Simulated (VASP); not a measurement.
# Ge3Sb2 (R-3m) in VASP: single point with PBE

Aim: the single point of Ge3Sb2 with PBE.

Everything below comes from runs of VASP 6.6.1. Logs are shortened: lines on timing, memory, paths and dates and some standing lists are left out, and cuts for length are marked.

**1. The cell of the first run**

Symmetry: R-3m, No. 166, trigonal system. The conventional cell has a = 4.092 Å, b = 4.092 Å, c = 24.719 Å, α = 90.00°, β = 90.00°, γ = 120.00°. Within 3.9 Å of Ge (site symmetry -3m) lie 6 Sb at 2.93 Å. Ge (site symmetry 3m) has 3 Ge at 2.82 Å and 3 Sb at 2.87 Å within 3.7 Å. Within 4.2 Å of Sb (site symmetry 3m) lie 9 Ge at 2.87 to 3.95 Å and 9 Sb at 4.09 to 4.18 Å.

**2. Single point, PBE**

File INCAR:

```
SYSTEM = Ge3Sb2
ALGO = Normal
EDIFF = 1E-6
ENCUT = 520
GGA = PE
ISIF = 2
ISMEAR = 0
LASPH = .True.
LCHARG = .False.
LREAL = .False.
LWAVE = .False.
NBANDS = 34
NELM = 100
PREC = Accurate
SIGMA = 0.1
```

File KPOINTS:

```
k-points
0
Gamma
  12 12 12
  0 0 0
```

File POSCAR:

```
Ge3Sb2
1.0
    2.0457515290      1.1811151960      8.2395592380
   -2.0457515290      1.1811151960      8.2395592380
    0.0000000000     -2.3622303919      8.2395592380
Ge Sb
3 2
Direct
    0.0000000000      0.0000000000      0.0000000000
    0.1978167459      0.1978167459      0.1978167459
    0.8021832541      0.8021832541      0.8021832541
    0.4031994938      0.4031994938      0.4031994938
    0.5968005062      0.5968005062      0.5968005062
```

Potentials or basis: VASP PAW PBE potentials, release 64 (Ge_d, Sb).

Command:

```console
$ cat potpaw_PBE.64/Ge_d/POTCAR potpaw_PBE.64/Sb/POTCAR > POTCAR
$ mpirun -np 1 vasp_std > vasp.out
```

OUTCAR:

```text
SYSTEM = Ge3Sb2
   EDIFF = 1E-6
   ENCUT = 520
   GGA = PE
   ISIF = 2
   ISMEAR = 0
   LASPH = .True.
   LREAL = .False.
   NELM = 100
   PREC = Accurate

 ion  position               nearest neighbor table
   1  0.000  0.000  0.000-   5 2.93   5 2.93   4 2.93   4 2.93   5 2.93   4 2.93
   2  0.198  0.198  0.198-   3 2.82   3 2.82   3 2.82   5 2.87   5 2.87   5 2.87
   3  0.802  0.802  0.802-   2 2.82   2 2.82   2 2.82   4 2.87   4 2.87   4 2.87
   4  0.403  0.403  0.403-   3 2.87   3 2.87   3 2.87   1 2.93   1 2.93   1 2.93
   5  0.597  0.597  0.597-   2 2.87   2 2.87   2 2.87   1 2.93   1 2.93   1 2.93

  LATTYP: Found a trigonal (rhomboedric) cell.
 ALAT       =     8.5714916357
 COS(alpha) =     0.8860739728

  Lattice vectors:

 A1 = (   2.0457515290,   1.1811151960,   8.2395592380)
 A2 = (  -2.0457515290,   1.1811151960,   8.2395592380)
 A3 = (   0.0000000000,  -2.3622303919,   8.2395592380)

Analysis of symmetry for initial positions (statically):
=====================================================================
 Subroutine PRICEL returns:
 Original cell was already a primitive cell.

 Routine SETGRP: Setting up the symmetry group for a
 trigonal (rhombohedral) supercell.

 Subroutine GETGRP returns: Found 12 space group operations
 (whereof 12 operations were pure point group operations)
 out of a pool of 12 trial point group operations.

The static configuration has the point symmetry D_3d.

Analysis of symmetry for dynamics (positions and initial velocities):
=====================================================================
 Subroutine PRICEL returns:
 Original cell was already a primitive cell.

 Routine SETGRP: Setting up the symmetry group for a
 trigonal (rhombohedral) supercell.

 Subroutine GETGRP returns: Found 12 space group operations
 (whereof 12 operations were pure point group operations)
 out of a pool of 12 trial point group operations.

The dynamic configuration has the point symmetry D_3d.

 Subroutine INISYM returns: Found 12 space group operations
 (whereof 12 operations are pure point group operations),
 and found     1 'primitive' translations

----------------------------------------------------------------------------------------

                                     Primitive cell

  volume of cell :     119.4539

  direct lattice vectors                    reciprocal lattice vectors
     2.045751529  1.181115196  8.239559238     0.244408958  0.141109578  0.040455238
    -2.045751529  1.181115196  8.239559238    -0.244408958  0.141109578  0.040455238
     0.000000000 -2.362230392  8.239559238     0.000000000 -0.282219156  0.040455238

  length of vectors
     8.571491636  8.571491636  8.571491636     0.285103978  0.285103978  0.285103978

  position of ions in fractional coordinates (direct lattice)
     0.000000000  0.000000000  0.000000000
     0.197816746  0.197816746  0.197816746
     0.802183254  0.802183254  0.802183254
     0.403199494  0.403199494  0.403199494
     0.596800506  0.596800506  0.596800506

  ion indices of the primitive-cell ions
   primitive index   ion index
                 1           1
                 2           2
                 3           3
                 4           4
                 5           5

----------------------------------------------------------------------------------------

 KPOINTS: k-points

Automatic generation of k-mesh.
 Grid dimensions read from file:
 generate k-points for:   12   12   12

 Generating k-lattice:

  Cartesian coordinates                     Fractional coordinates (reciprocal lattice)
     0.020367413  0.011759131  0.003371270     0.083333333 -0.000000000  0.000000000
    -0.020367413  0.011759131  0.003371270    -0.000000000  0.083333333  0.000000000
     0.000000000 -0.023518263  0.003371270     0.000000000  0.000000000  0.083333333

  Length of vectors
     0.023758665  0.023758665  0.023758665

  Shift w.r.t. Gamma in fractional coordinates (k-lattice)
     0.000000000  0.000000000  0.000000000

 Subroutine IBZKPT returns following result:
 ===========================================

 Found    189 irreducible k-points:

 Following reciprocal coordinates:
            Coordinates               Weight
  0.000000  0.000000  0.000000      1.000000
  0.083333  0.000000  0.000000      6.000000
  0.166667 -0.000000 -0.000000      6.000000
  0.250000 -0.000000 -0.000000      6.000000
  0.333333 -0.000000  0.000000      6.000000
  0.416667  0.000000  0.000000      6.000000
[... 16 lines left out ...]
  0.500000  0.166667  0.000000     12.000000
 -0.416667  0.166667  0.000000     12.000000
 [... further k-points ...]
   k-points           NKPTS =    189   k-points in BZ     NKDIM =    189   number of bands    NBANDS=     34
   number of dos      NEDOS =    301   number of ions     NIONS =      5
   total plane-waves  NPLWV = 262144
   dimension x,y,z NGX =    64 NGY =   64 NGZ =   64
   dimension x,y,z NGXF=   128 NGYF=  128 NGZF=  128
   ions per type =               3   2
   NGX,Y,Z   is equivalent  to a cutoff of  12.41, 12.41, 12.41 a.u.
   NGXF,Y,Z  is equivalent  to a cutoff of  24.83, 24.83, 24.83 a.u.
 SYSTEM =  Ge3Sb2
   PREC   = accura    normal or accurate (medium, high low for compatibility)
   ISTART =      0    job   : 0-new  1-cont  2-samecut
   ICHARG =      2    charge: 1-file 2-atom 10-const
   ISPIN  =      1    spin polarized calculation?
   LNONCOLLINEAR =      F non collinear calculations
   LSORBIT =      F    spin-orbit coupling
   LASPH  =      T    aspherical Exc in radial PAW
   ENCUT  =  520.0 eV  38.22 Ry    6.18 a.u.  15.94 15.94 15.94*2*pi/ulx,y,z
   NELM   =    100;   NELMIN=  2; NELMDL= -5     # of ELM steps
   EDIFF  = 0.1E-05   stopping-criterion for ELM
   LREAL  =      F    real-space projection
   EDIFFG = 0.1E-04   stopping-criterion for IOM
   NSW    =      0    number of steps for IOM
   IBRION =     -1    ionic relax: 0-MD 1-quasi-New 2-CG
   NFREE  =      0    steps in history (QN), initial steepest desc. (CG)
   ISIF   =      2    stress and relaxation
   ISYM   =      2    0-nonsym 1-usesym 2-fastsym
   POTIM  = 0.5000    time-step for ionic-motion
   TEBEG  =    0.0;   TEEND  =   0.0 temperature during run
   PSTRESS=    0.0 pullay stress
   NELECT =      52.0000    total number of electrons
   NUPDOWN=      -1.0000    fix difference up-down
   EMIN   =  10.00;   EMAX   =-10.00  energy-range for DOS
   EFERMI =   0.00;   METHOD = LEGACY
   ISMEAR =     0;   SIGMA  =   0.10  broadening in eV -4-tet -1-fermi 0-gaus
   EFERMI_NEDOS =   21; number of points for ismear=-14 and -15
   IALGO  =     38    algorithm
   IMIX   =      4    mixing-type and parameters
     AMIX     =   0.40;   BMIX     =  1.00
     AMIX_MAG =   1.60;   BMIX_MAG =  1.00
  volume/ion in A,a.u.               =      23.89       161.22
  Fermi-wavevector in a.u.,A,eV,Ry     =   1.240726  2.344632 20.944816  1.539401
  Thomas-Fermi vector in A             =   2.375154
   LORBIT       =      0    0 simple, 1 ext, 2 COOP (PROOUT), +10 PAW based schemes
   GGA     = PE    functional components
   LHFCALC =     F    Hartree Fock is set to
   AEXX    =    0.0000 exact exchange contribution
   IVDW    =     0    specifies the selected vdW correction
   LEPSILON=     F    determine dielectric tensor
   LRPA    =     F    only Hartree local field effects (RPA)
 non-spin polarized calculation
 Gauss-broadening in eV      SIGMA  =   0.10
  energy-cutoff  :      520.00
  volume of cell :      119.45
 maximum number of plane-waves:      3244
   NGX = 31   NGY = 31   NGZ = 31

 number of electron      52.0000014 magnetization

 Free energy of the ion-electron system (eV)
  ---------------------------------------------------
  ext. energy  EPLUGINS =         0.00000000
  ---------------------------------------------------
  free energy    TOTEN  =       -21.01674619 eV

  energy without entropy =      -21.00635530  energy(sigma->0) =      -21.01155075

 E-fermi :   6.4727     XC(G=0): -10.2833

 val. band max:        6.4631337024   @ k =   0.4167   0.3333   0.3333
 cond. band min:       6.4756690917   @ k =   0.3333   0.3333   0.0000
 fundamental gap:      0.0125353893
 Fermi energy:         6.4726950747

 k-point     1 :       0.0000    0.0000    0.0000
  band No.  band energies     occupation
      1     -18.1396      2.00000
      2     -18.1396      2.00000
      3     -18.1290      2.00000
      4     -18.1283      2.00000
      5     -18.1283      2.00000
      6     -18.1221      2.00000
[... 26 lines left out ...]
     33      11.5168      0.00000
     34      11.5838      0.00000

 k-point     2 :       0.0833    0.0000    0.0000
  band No.  band energies     occupation
      1     -18.1398      2.00000
      2     -18.1395      2.00000
      3     -18.1288      2.00000
      4     -18.1283      2.00000
      5     -18.1282      2.00000
      6     -18.1219      2.00000
[... 26 lines left out ...]
     33      10.9343      0.00000
     34      11.3177      0.00000

 k-point     3 :       0.1667   -0.0000   -0.0000
  band No.  band energies     occupation
      1     -18.1405      2.00000
      2     -18.1392      2.00000
      3     -18.1288      2.00000
      4     -18.1281      2.00000
      5     -18.1278      2.00000
      6     -18.1211      2.00000
[... 26 lines left out ...]
     33      10.6914      0.00000
     34      10.8048      0.00000

 k-point     4 :       0.2500   -0.0000   -0.0000
  band No.  band energies     occupation
      1     -18.1414      2.00000
      2     -18.1389      2.00000
      3     -18.1290      2.00000
      4     -18.1275      2.00000
      5     -18.1271      2.00000
      6     -18.1201      2.00000
[... 26 lines left out ...]
     33      10.9180      0.00000
     34      11.2959      0.00000

 k-point     5 :       0.3333   -0.0000    0.0000
  band No.  band energies     occupation
      1     -18.1423      2.00000
      2     -18.1387      2.00000
      3     -18.1293      2.00000
      4     -18.1268      2.00000
      5     -18.1264      2.00000
      6     -18.1190      2.00000
[... 621 lines left out ...]
 k-point    22 :       0.4167    0.1667   -0.0000
  band No.  band energies     occupation
      1     -18.1420      2.00000
      2     -18.1392      2.00000
      3     -18.1286      2.00000
      4     -18.1275      2.00000
      5     -18.1260      2.00000
      6     -18.1194      2.00000
[... 26 lines left out ...]
     33      11.6887      0.00000
     34      11.9517      0.00000

 k-point    23 :       0.5000    0.1667    0.0000
  band No.  band energies     occupation
      1     -18.1423      2.00000
      2     -18.1393      2.00000
      3     -18.1288      2.00000
      4     -18.1268      2.00000
      5     -18.1259      2.00000
      6     -18.1189      2.00000
[... 26 lines left out ...]
     33      12.0754      0.00000
     34      12.2111      0.00000

 k-point    24 :      -0.4167    0.1667    0.0000
  band No.  band energies     occupation
      1     -18.1425      2.00000
      2     -18.1393      2.00000
      3     -18.1288      2.00000
      4     -18.1262      2.00000
      5     -18.1261      2.00000
      6     -18.1187      2.00000
[... 26 lines left out ...]
     33      12.2172      0.00000
     34      12.4440      0.00000

 [... further k-points ...]

------------------------ aborting loop because EDIFF is reached ----------------------------------------

  FORCE on cell =-STRESS in cart. coord.  units (eV):
  Direction    XX          YY          ZZ          XY          YZ          ZX
  --------------------------------------------------------------------------------------
  -------------------------------------------------------------------------------------
  Total       -0.0671615     -0.0671615     -0.0530527      0.0000000     -0.0000000      0.0000000
  in kB       -0.9008052     -0.9008052     -0.7115697      0.0000000     -0.0000000      0.0000000
  external PRESSURE =      -0.8377267 kB  Pullay stress =       0.0000000 kB

 VOLUME and BASIS-vectors are now :
 -----------------------------------------------------------------------------
  energy-cutoff  :      520.00
  volume of cell :      119.45
      direct lattice vectors                 reciprocal lattice vectors
     2.045751529  1.181115196  8.239559238     0.244408958  0.141109578  0.040455238
    -2.045751529  1.181115196  8.239559238    -0.244408958  0.141109578  0.040455238
     0.000000000 -2.362230392  8.239559238     0.000000000 -0.282219156  0.040455238

 POSITION                                       TOTAL-FORCE (eV/Angst)
 -----------------------------------------------------------------------------------
      0.00000      0.00000      0.00000         0.000000     -0.000000     -0.000000
      0.00000      0.00000      4.88977         0.000000     -0.000000     -0.005140
      0.00000      0.00000     19.82891         0.000000      0.000000      0.005140
      0.00000      0.00000      9.96656         0.000000     -0.000000     -0.004217
      0.00000      0.00000     14.75212         0.000000      0.000000      0.004217
 -----------------------------------------------------------------------------------
    total drift:                               -0.000000     -0.000000      0.000000

  FREE ENERGIE OF THE ION-ELECTRON SYSTEM (eV)
  ---------------------------------------------------
  free  energy   TOTEN  =       -21.0167461931 eV

  energy  without entropy=      -21.0063553008  energy(sigma->0) =      -21.01155075
```

Run time: 22 min. Hardware: 1 thread of Intel Xeon Platinum 8488C (Sapphire Rapids), shared host; peak memory 0.97 GiB.

Results:

- Free energy: -21.0167 eV
- Pressure: -0.1 GPa
- Largest force: 0.005 eV/Å
- Band gap on the k mesh: zero (bands 26 and 27 overlap by 1.74 eV)

Forces in eV/Å, atoms in the order of the input:
```
Ge   0.000  0.000  0.000
Ge   0.000  0.000 -0.005
Ge   0.000  0.000  0.005
Sb   0.000  0.000 -0.004
Sb   0.000  0.000  0.004
```

Levels at points of the mesh, in eV from the Fermi level:
```csv
k point,band 22,band 23,band 24,band 25,band 26,band 27,band 28,band 29,band 30,band 31
"(0.00, 0.00, 0.00)",-0.58,-0.48,-0.48,0.49,0.93,1.11,1.11,1.30,1.30,1.86
"(0.50, 0.00, 0.00)",-2.42,-2.39,-2.03,-1.72,-1.26,-0.80,1.94,2.03,2.55,2.94
"(0.50, 0.50, 0.00)",-4.13,-2.98,-2.85,-0.96,-0.44,-0.22,0.12,2.77,3.23,3.41
"(0.50, 0.50, 0.50)",-0.57,-0.40,-0.27,-0.27,0.17,0.17,1.07,1.38,3.09,3.09
```

Caveat: spin-orbit coupling is left out, which moves the levels of the heavy elements.
